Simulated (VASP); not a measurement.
# ZrH (P4_2/mmc) in VASP: notebook

Runs on ZrH. Level: r2SCAN. Tasks: single point.

All numbers are computed with VASP 6.6.1; they aren't measurements. Logs are shortened: lines on timing, memory, paths and dates and some standing lists are left out, and cuts for length are marked.

## 1. The cell of the first run

The structure is tetragonal, space group P4_2/mmc (No. 131). Conventional cell: a = 3.243 Å, b = 3.243 Å, c = 4.948 Å, α = 90.00°, β = 90.00°, γ = 90.00°. Zr (site symmetry mmm) has 4 H at 2.04 Å within 2.7 Å. Within 2.7 Å of H (site symmetry -4m2) lie 4 Zr at 2.04 Å and 2 H at 2.47 Å.

## 2. Single point, r2SCAN

Input file POSCAR:

```
ZrH
1.0
    3.2427916985      0.0000000000      0.0000000000
    0.0000000000      3.2427916985      0.0000000000
    0.0000000000      0.0000000000      4.9480000000
Zr H
2 2
Direct
    0.0000000000      0.5000000000      0.0000000000
    0.5000000000      0.0000000000      0.5000000000
    0.0000000000      0.0000000000      0.7500000000
    0.0000000000      0.0000000000      0.2500000000
```

Input file INCAR.step1:

```
SYSTEM = ZrH
PREC = Accurate
ENCUT = 520
ISMEAR = 0
SIGMA = 0.1
LREAL = .FALSE.
LASPH = .TRUE.
NELM = 60
NBANDS = 21
GGA = PE
ALGO = Normal
EDIFF = 1E-4
LWAVE = .TRUE.
LCHARG = .FALSE.
```

Input file INCAR.step2:

```
SYSTEM = ZrH
PREC = Accurate
ENCUT = 520
EDIFF = 1E-7
ISMEAR = 0
SIGMA = 0.1
LREAL = .FALSE.
LASPH = .TRUE.
NELM = 60
ALGO = Normal
ISIF = 2
LWAVE = .FALSE.
LCHARG = .TRUE.
METAGGA = R2SCAN
LMIXTAU = .TRUE.
LELF = .TRUE.
LVHAR = .TRUE.
NBANDS = 21
ISTART = 1
```

Input file KPOINTS:

```
regular mesh
0
G
  14 14 8
  0 0 0
```

Potentials or basis: VASP PAW PBE potentials, release 64 (Zr_sv, H).

On the command line:

```console
$ cat potpaw_PBE.64/Zr_sv/POTCAR potpaw_PBE.64/H/POTCAR > POTCAR
$ cp INCAR.step1 INCAR
$ mpirun -np 1 vasp_std > vasp.out
$ cp INCAR.step2 INCAR
$ mpirun -np 1 vasp_std > vasp.out
```

OUTCAR:

```text
SYSTEM = ZrH
   PREC = Accurate
   ENCUT = 520
   EDIFF = 1E-7
   ISMEAR = 0
   LREAL = .FALSE.
   LASPH = .TRUE.
   NELM = 60
   ISIF = 2
   METAGGA = R2SCAN
   ISTART = 1

 ion  position               nearest neighbor table
   1  0.000  0.500  0.000-   3 2.04   4 2.04   3 2.04   4 2.04   2 3.37   2 3.37   2 3.37   2 3.37
                             2 3.37   2 3.37   2 3.37   2 3.37
   2  0.500  0.000  0.500-   3 2.04   4 2.04   3 2.04   4 2.04   1 3.37   1 3.37   1 3.37   1 3.37
                             1 3.37   1 3.37   1 3.37   1 3.37
   3  0.000  0.000  0.750-   1 2.04   2 2.04   1 2.04   2 2.04
   4  0.000  0.000  0.250-   1 2.04   2 2.04   1 2.04   2 2.04

  LATTYP: Found a simple tetragonal cell.
 ALAT       =     3.2427916985
 C/A-ratio  =     1.5258457712

  Lattice vectors:

 A1 = (   3.2427916985,   0.0000000000,   0.0000000000)
 A2 = (   0.0000000000,   3.2427916985,   0.0000000000)
 A3 = (   0.0000000000,   0.0000000000,   4.9480000000)

Analysis of symmetry for initial positions (statically):
=====================================================================
 Subroutine PRICEL returns:
 Original cell was already a primitive cell.

 Routine SETGRP: Setting up the symmetry group for a
 simple tetragonal supercell.

 Subroutine GETGRP returns: Found 16 space group operations
 (whereof  8 operations were pure point group operations)
 out of a pool of 16 trial point group operations.

The static configuration has the point symmetry D_2h.
 The point group associated with its full space group is D_4h.

Analysis of symmetry for dynamics (positions and initial velocities):
=====================================================================
 Subroutine PRICEL returns:
 Original cell was already a primitive cell.

 Routine SETGRP: Setting up the symmetry group for a
 simple tetragonal supercell.

 Subroutine GETGRP returns: Found 16 space group operations
 (whereof  8 operations were pure point group operations)
 out of a pool of 16 trial point group operations.

The dynamic configuration has the point symmetry D_2h.
 The point group associated with its full space group is D_4h.

 Subroutine INISYM returns: Found 16 space group operations
 (whereof  8 operations are pure point group operations),
 and found     1 'primitive' translations

----------------------------------------------------------------------------------------

                                     Primitive cell

[... 94 lines left out ...]
   EDIFF  = 0.1E-06   stopping-criterion for ELM
   LREAL  =      F    real-space projection
   EDIFFG = 0.1E-05   stopping-criterion for IOM
   NSW    =      0    number of steps for IOM
   IBRION =     -1    ionic relax: 0-MD 1-quasi-New 2-CG
   NFREE  =      0    steps in history (QN), initial steepest desc. (CG)
   ISIF   =      2    stress and relaxation
   ISYM   =      2    0-nonsym 1-usesym 2-fastsym
   POTIM  = 0.5000    time-step for ionic-motion
   TEBEG  =    0.0;   TEEND  =   0.0 temperature during run
   PSTRESS=    0.0 pullay stress
   NELECT =      26.0000    total number of electrons
   NUPDOWN=      -1.0000    fix difference up-down
   EMIN   =  10.00;   EMAX   =-10.00  energy-range for DOS
   EFERMI =   0.00;   METHOD = LEGACY
   ISMEAR =     0;   SIGMA  =   0.10  broadening in eV -4-tet -1-fermi 0-gaus
   EFERMI_NEDOS =   21; number of points for ismear=-14 and -15
   IALGO  =     38    algorithm
   IMIX   =      4    mixing-type and parameters
     AMIX     =   0.40;   BMIX     =  1.00
     AMIX_MAG =   1.60;   BMIX_MAG =  1.00
  volume/ion in A,a.u.               =      13.01        87.78
  Fermi-wavevector in a.u.,A,eV,Ry     =   1.299102  2.454947 22.962100  1.687667
  Thomas-Fermi vector in A             =   2.430388
   LORBIT       =      0    0 simple, 1 ext, 2 COOP (PROOUT), +10 PAW based schemes
   METAGGA = R2SCAN    functional components
   LHFCALC =     F    Hartree Fock is set to
   AEXX    =    0.0000 exact exchange contribution
   IVDW    =     0    specifies the selected vdW correction
   LEPSILON=     F    determine dielectric tensor
   LRPA    =     F    only Hartree local field effects (RPA)
 non-spin polarized calculation
 Gauss-broadening in eV      SIGMA  =   0.10
  energy-cutoff  :      520.00
  volume of cell :       52.03
 maximum number of plane-waves:      1426
   NGX = 13   NGY = 13   NGZ = 19

 number of electron      25.9999998 magnetization

 Free energy of the ion-electron system (eV)
  ---------------------------------------------------
  ext. energy  EPLUGINS =         0.00000000
  ---------------------------------------------------
  free energy    TOTEN  =       -54.39083492 eV

  energy without entropy =      -54.38248505  energy(sigma->0) =      -54.38665999

 E-fermi :   8.3110     XC(G=0): -11.8510

 val. band max:        8.3001601358   @ k =   0.2857   0.0714   0.5000
 cond. band min:       8.3112137770   @ k =   0.0714   0.0000   0.5000
 fundamental gap:      0.0110536413
 Fermi energy:         8.3109875967

 k-point     1 :       0.0000    0.0000    0.0000
  band No.  band energies     occupation
      1     -42.3905      2.00000
      2     -42.2755      2.00000
      3     -20.0702      2.00000
      4     -19.5588      2.00000
      5     -19.5588      2.00000
      6     -19.3404      2.00000
[... 565 lines left out ...]
     20      14.8876      0.00000
     21      15.6841      0.00000

 [... further k-points ...]

------------------------ aborting loop because EDIFF is reached ----------------------------------------

  FORCE on cell =-STRESS in cart. coord.  units (eV):
  Direction    XX          YY          ZZ          XY          YZ          ZX
  --------------------------------------------------------------------------------------
  -------------------------------------------------------------------------------------
  Total        0.2132033      0.2132033      0.4241429      0.0000000      0.0000000      0.0000000
  in kB        6.5650296      6.5650296     13.0603537      0.0000000      0.0000000      0.0000000
  external PRESSURE =       8.7301376 kB  Pullay stress =       0.0000000 kB

 VOLUME and BASIS-vectors are now :
 -----------------------------------------------------------------------------
  energy-cutoff  :      520.00
  volume of cell :       52.03
      direct lattice vectors                 reciprocal lattice vectors
     3.242791699  0.000000000  0.000000000     0.308376267  0.000000000  0.000000000
     0.000000000  3.242791699  0.000000000     0.000000000  0.308376267  0.000000000
     0.000000000  0.000000000  4.948000000     0.000000000  0.000000000  0.202101859

 POSITION                                       TOTAL-FORCE (eV/Angst)
 -----------------------------------------------------------------------------------
      0.00000      1.62140      0.00000         0.000000      0.000000     -0.000000
      1.62140      0.00000      2.47400         0.000000      0.000000     -0.000000
      0.00000      0.00000      3.71100         0.000000      0.000000     -0.000000
      0.00000      0.00000      1.23700         0.000000      0.000000      0.000000
 -----------------------------------------------------------------------------------
    total drift:                                0.000000      0.000000     -0.000000

  FREE ENERGIE OF THE ION-ELECTRON SYSTEM (eV)
  ---------------------------------------------------
  free  energy   TOTEN  =       -54.3908349213 eV

  energy  without entropy=      -54.3824850547  energy(sigma->0) =      -54.38665999
```

OUTCAR.step1:

```text
SYSTEM = ZrH
   PREC = Accurate
   ENCUT = 520
   ISMEAR = 0
   LREAL = .FALSE.
   LASPH = .TRUE.
   NELM = 60
[... 808 lines left out ...]
      1.62140      0.00000      2.47400         0.000000      0.000000      0.000000
      0.00000      0.00000      3.71100        -0.000000      0.000000      0.000000
      0.00000      0.00000      1.23700         0.000000     -0.000000     -0.000000
 -----------------------------------------------------------------------------------
    total drift:                                0.000000      0.000000     -0.000000

  FREE ENERGIE OF THE ION-ELECTRON SYSTEM (eV)
  ---------------------------------------------------
  free  energy   TOTEN  =       -25.5361826821 eV

  energy  without entropy=      -25.5271771436  energy(sigma->0) =      -25.53167991
```

OSZICAR.step1:

```text
N       E                     dE             d eps       ncg     rms          rms(c)
DAV:   1     0.221106573135E+03    0.22111E+03   -0.13978E+04  7560   0.122E+03
DAV:   2    -0.103061101742E+02   -0.23141E+03   -0.22587E+03  8598   0.358E+02
DAV:   3    -0.272079964640E+02   -0.16902E+02   -0.16751E+02 14268   0.707E+01
DAV:   4    -0.275874796897E+02   -0.37948E+00   -0.37888E+00  9159   0.115E+01
DAV:   5    -0.275984951366E+02   -0.11015E-01   -0.11014E-01 11634   0.132E+00    0.194E+01
DAV:   6    -0.258370686629E+02    0.17614E+01   -0.25144E+00  8721   0.103E+01    0.739E+00
DAV:   7    -0.255231598019E+02    0.31391E+00   -0.13994E+00 10529   0.665E+00    0.115E+00
DAV:   8    -0.255357604367E+02   -0.12601E-01   -0.14534E-01  9923   0.207E+00    0.594E-01
DAV:   9    -0.255364722184E+02   -0.71178E-03   -0.73597E-03  9964   0.659E-01    0.118E-01
DAV:  10    -0.255361891325E+02    0.28309E-03   -0.43490E-04  8002   0.111E-01    0.520E-02
DAV:  11    -0.255361826821E+02    0.64504E-05   -0.37452E-05  5370   0.492E-02
   1 F= -.25536183E+02 E0= -.25531680E+02  d E =-.900554E-02
```

Run time: 2.7 min. Hardware: 1 thread of Intel Xeon 6975P-C (Granite Rapids), shared host; peak memory 0.29 GiB.

Results:

```
Free energy            : -54.3908 eV
Pressure               : 0.9 GPa
Band gap on the k mesh : zero (bands 13 and 14 overlap by 1.16 eV)
```

Levels at points of the mesh, in eV from the Fermi level:
| k point | band 11 | band 12 | band 13 | band 14 | band 15 | band 16 |
| --- | --- | --- | --- | --- | --- | --- |
| (0.00, 0.00, 0.00) | -3.14 | -3.11 | 0.13 | 0.81 | 0.81 | 2.53 |
| (0.50, 0.00, 0.00) | -2.16 | -0.86 | -0.60 | -0.22 | 1.88 | 2.10 |
| (0.50, 0.50, 0.00) | -3.06 | -3.06 | -2.03 | 2.80 | 4.28 | 4.61 |
| (0.00, 0.00, 0.50) | -1.87 | -1.87 | 0.07 | 0.07 | 2.00 | 2.00 |
| (0.50, 0.00, 0.50) | -2.96 | -0.06 | 0.33 | 0.38 | 0.75 | 1.20 |
| (0.50, 0.50, 0.50) | -2.08 | -2.08 | -0.43 | -0.43 | 1.78 | 1.78 |

Caveat: the PAW data sets were made with another functional, which shifts forces and pressure a little.

## 3. Single point, r2SCAN

This run uses another cell than the first one, of 13.10 Å³/atom.

Input file POSCAR:

```
ZrH
1.0
    3.2429781961      0.0000000000      0.0000000000
    0.0000000000      3.2429781961      0.0000000000
    0.0000000000      0.0000000000      4.9824941600
Zr H
2 2
Direct
    0.0000000000      0.5000000000      0.0000000000
    0.5000000000      0.0000000000      0.5000000000
    0.0000000000      0.0000000000      0.7500000000
    0.0000000000      0.0000000000      0.2500000000
```

Input file INCAR.step1:

```
SYSTEM = ZrH
PREC = Accurate ; ENCUT = 520
ISMEAR = 0 ; SIGMA = 0.1
LREAL = .False. ; LASPH = .True.
NELM = 60 ; NBANDS = 21
GGA = PE ; ALGO = Normal
EDIFF = 1E-4 ; LWAVE = .True.
LCHARG = .False.
```

Input file INCAR.step2:

```
SYSTEM = ZrH
PREC = Accurate ; ENCUT = 520
EDIFF = 1E-6 ; ISMEAR = 0
SIGMA = 0.1 ; LREAL = .False.
LASPH = .True. ; NELM = 60
ALGO = Normal ; ISIF = 2
LWAVE = .False. ; LCHARG = .False.
METAGGA = R2SCAN ; LMIXTAU = .True.
NBANDS = 21 ; ISTART = 1
```

Input file KPOINTS:

```
regular mesh
0
Gamma
  14 14 8
  0 0 0
```

Potentials or basis: VASP PAW PBE potentials, release 64 (Zr_sv, H).

On the command line:

```console
$ cat potpaw_PBE.64/Zr_sv/POTCAR potpaw_PBE.64/H/POTCAR > POTCAR
$ cp INCAR.step1 INCAR
$ mpirun -np 1 vasp_std > vasp.out
$ cp INCAR.step2 INCAR
$ mpirun -np 1 vasp_std > vasp.out
```

Run time: 2.6 min. Hardware: 1 thread of Intel Xeon 6975P-C (Granite Rapids), shared host; peak memory 0.29 GiB.

Results (log left out):

```yaml
Free_energy: -54.3925 eV
Pressure: -0.1 GPa
Band_gap_on_the_k_mesh: zero (bands 13 and 14 overlap by 1.14 eV)
```

Levels at points of the mesh, in eV from the Fermi level:
```tsv
k point	band 9	band 10	band 11	band 12	band 13	band 14	band 15	band 16	band 17	band 18
(0.00, 0.00, 0.00)	-9.00	-4.00	-3.11	-3.07	0.11	0.85	0.85	2.46	3.64	4.79
(0.50, 0.00, 0.00)	-6.85	-5.84	-2.15	-0.87	-0.58	-0.21	1.90	2.12	2.53	3.11
(0.50, 0.50, 0.00)	-7.08	-4.38	-3.02	-3.02	-2.00	2.81	4.21	4.56	4.56	4.70
(0.00, 0.00, 0.50)	-7.18	-7.18	-1.85	-1.85	0.05	0.05	2.02	2.02	2.50	2.50
(0.50, 0.00, 0.50)	-7.76	-4.53	-2.93	-0.07	0.32	0.36	0.80	1.25	4.28	4.51
(0.50, 0.50, 0.50)	-5.87	-5.87	-2.06	-2.06	-0.41	-0.41	1.76	1.76	5.31	5.31
```

Caveat: the PAW data sets were made with another functional, which shifts forces and pressure a little.

## 4. Single point, r2SCAN (13.49 Å³/atom)

This run uses another cell than the first one, of 13.49 Å³/atom.

Input file POSCAR:

```
ZrH
1.0
    3.2807559908      0.0000000000      0.0000000000
    0.0000000000      3.2807559908      0.0000000000
    0.0000000000      0.0000000000      5.0144605556
Zr H
2 2
Direct
    0.0000000000      0.5000000000      0.0000000000
    0.5000000000      0.0000000000      0.5000000000
    0.0000000000      0.0000000000      0.7500000000
    0.0000000000      0.0000000000      0.2500000000
```

Changes to INCAR.step1 since step 3:

```diff
@@ -4,3 +4,3 @@
 LREAL = .False. ; LASPH = .True.
-NELM = 60 ; NBANDS = 21
+NELM = 80 ; NBANDS = 21
 GGA = PE ; ALGO = Normal
```

Input file INCAR.step2:

```
SYSTEM = ZrH
PREC = Accurate ; ENCUT = 520
EDIFF = 1E-7 ; ISMEAR = 0
SIGMA = 0.1 ; LREAL = .False.
LASPH = .True. ; NELM = 80
ALGO = Normal ; ISIF = 2
LWAVE = .False. ; LCHARG = .False.
METAGGA = R2SCAN ; LMIXTAU = .True.
NBANDS = 21 ; ISTART = 1
```

KPOINTS is that of step 3.

Potentials or basis: VASP PAW PBE potentials, release 64 (Zr_sv, H).

On the command line:

```console
$ cat potpaw_PBE.64/Zr_sv/POTCAR potpaw_PBE.64/H/POTCAR > POTCAR
$ cp INCAR.step1 INCAR
$ mpirun -np 1 vasp_std > vasp.out
$ cp INCAR.step2 INCAR
$ mpirun -np 1 vasp_std > vasp.out
```

OUTCAR:

```text
SYSTEM = ZrH
   PREC = Accurate
   ENCUT = 520
   EDIFF = 1E-7
   ISMEAR = 0
   LREAL = .False.
   LASPH = .True.
   NELM = 80
   ISIF = 2
   METAGGA = R2SCAN
   ISTART = 1

 ion  position               nearest neighbor table
   1  0.000  0.500  0.000-   3 2.06   4 2.06   3 2.06   4 2.06   2 3.42   2 3.42   2 3.42   2 3.42
                             2 3.42   2 3.42   2 3.42   2 3.42
   2  0.500  0.000  0.500-   3 2.06   4 2.06   3 2.06   4 2.06   1 3.42   1 3.42   1 3.42   1 3.42
                             1 3.42   1 3.42   1 3.42   1 3.42
   3  0.000  0.000  0.750-   1 2.06   2 2.06   1 2.06   2 2.06
[... 782 lines left out ...]
  -------------------------------------------------------------------------------------
  Total       -1.1275197     -1.1275197     -1.1407681     -0.0000000      0.0000000      0.0000000
  in kB      -33.4705344    -33.4705344    -33.8638140     -0.0000000      0.0000000      0.0000000
  external PRESSURE =     -33.6016276 kB  Pullay stress =       0.0000000 kB

 VOLUME and BASIS-vectors are now :
 -----------------------------------------------------------------------------
  energy-cutoff  :      520.00
  volume of cell :       53.97
      direct lattice vectors                 reciprocal lattice vectors
     3.280755991  0.000000000  0.000000000     0.304807795  0.000000000  0.000000000
     0.000000000  3.280755991  0.000000000     0.000000000  0.304807795  0.000000000
     0.000000000  0.000000000  5.014460556     0.000000000  0.000000000  0.199423246

 POSITION                                       TOTAL-FORCE (eV/Angst)
 -----------------------------------------------------------------------------------
      0.00000      1.64038      0.00000         0.000000      0.000000      0.000000
      1.64038      0.00000      2.50723         0.000000      0.000000      0.000000
      0.00000      0.00000      3.76085         0.000000     -0.000000      0.000000
      0.00000      0.00000      1.25362        -0.000000      0.000000     -0.000000
 -----------------------------------------------------------------------------------
    total drift:                                0.000000      0.000000     -0.000000

  FREE ENERGIE OF THE ION-ELECTRON SYSTEM (eV)
  ---------------------------------------------------
  free  energy   TOTEN  =       -54.3764463395 eV

  energy  without entropy=      -54.3674732941  energy(sigma->0) =      -54.37195982
```

Run time: 2.6 min. Hardware: 1 thread of Intel Xeon 6975P-C (Granite Rapids), shared host; peak memory 0.3 GiB.

What came out:

```
Free energy            : -54.3764 eV
Pressure               : -3.4 GPa
Band gap on the k mesh : zero (bands 13 and 14 overlap by 1.12 eV)
```

Caveat: the cell stands under tension; the PAW data sets were made with another functional, which shifts forces and pressure a little.

## 5. Single point, r2SCAN (biaxial strain in the a-b plane: +1.0 %)

Input file POSCAR:

```
ZrH
1.0
    3.2754079781      0.0000000000      0.0000000000
    0.0000000000      3.2754079781      0.0000000000
    0.0000000000      0.0000000000      4.9525991950
Zr H
2 2
Direct
    0.0000000000      0.5000000000      0.0000000000
    0.5000000000      0.0000000000      0.5000000000
    0.0000000000      0.0000000000      0.7500000000
    0.0000000000      0.0000000000      0.2500000000
```

Input file INCAR.step1:

```
SYSTEM = ZrH
  PREC = Accurate
  ENCUT = 520
  ISMEAR = 0
  SIGMA = 0.1
  LREAL = .FALSE.
  LASPH = .TRUE.
  NELM = 100
  NBANDS = 21
  GGA = PE
  ALGO = Normal
  EDIFF = 1E-4
  LWAVE = .TRUE.
  LCHARG = .FALSE.
```

Input file INCAR.step2:

```
SYSTEM = ZrH
  PREC = Accurate
  ENCUT = 520
  EDIFF = 1E-6
  ISMEAR = 0
  SIGMA = 0.1
  LREAL = .FALSE.
  LASPH = .TRUE.
  NELM = 100
  ALGO = Normal
  ISIF = 2
  LWAVE = .FALSE.
  LCHARG = .FALSE.
  METAGGA = R2SCAN
  LMIXTAU = .TRUE.
  NBANDS = 21
  ISTART = 1
```

Input file KPOINTS:

```
regular mesh
0
G
  16 16 10
  0 0 0
```

On the command line:

```console
$ cat potpaw_PBE.64/Zr_sv/POTCAR potpaw_PBE.64/H/POTCAR > POTCAR
$ cp INCAR.step1 INCAR
$ mpirun -np 1 vasp_std > vasp.out
$ cp INCAR.step2 INCAR
$ mpirun -np 1 vasp_std > vasp.out
```

Run time: 3.9 min. Hardware: 1 thread of Intel Xeon 6975P-C (Granite Rapids), shared host; peak memory 0.37 GiB.

Results (log left out):

| Quantity | Value |
| --- | --- |
| Free energy | -54.3878 eV |
| Pressure | -1.5 GPa |
| Band gap on the k mesh | zero (bands 13 and 14 overlap by 1.14 eV) |

Stress tensor (GPa, compression positive):
```
-1.81  0.00  0.00
 0.00 -1.81  0.00
 0.00  0.00 -0.89
```

Levels at points of the mesh, in eV from the Fermi level:
```
           k point  band 9  band 10  band 11  band 12  band 13  band 14  band 15  band 16  band 17  band 18
(0.00, 0.00, 0.00)   -9.00    -3.98    -3.09    -3.08     0.17     0.75     0.75     2.53     3.45     4.66
(0.50, 0.00, 0.00)   -6.90    -5.79    -2.20    -0.82    -0.61    -0.21     1.80     2.03     2.41     2.99
(0.50, 0.50, 0.00)   -7.03    -4.50    -3.00    -3.00    -1.99     2.64     4.21     4.49     4.49     4.68
(0.00, 0.00, 0.50)   -7.18    -7.18    -1.84    -1.84     0.12     0.12     1.90     1.90     2.38     2.38
(0.50, 0.00, 0.50)   -7.75    -4.59    -2.92    -0.03     0.26     0.41     0.68     1.12     4.21     4.43
(0.50, 0.50, 0.50)   -5.89    -5.89    -2.02    -2.02    -0.44    -0.44     1.75     1.75     5.10     5.10
```

Caveat: the cell differs from its parent crystal (biaxial strain in the a-b plane: +1.0 %); the PAW data sets were made with another functional, which shifts forces and pressure a little.

(Continued in part 2 of 2.)
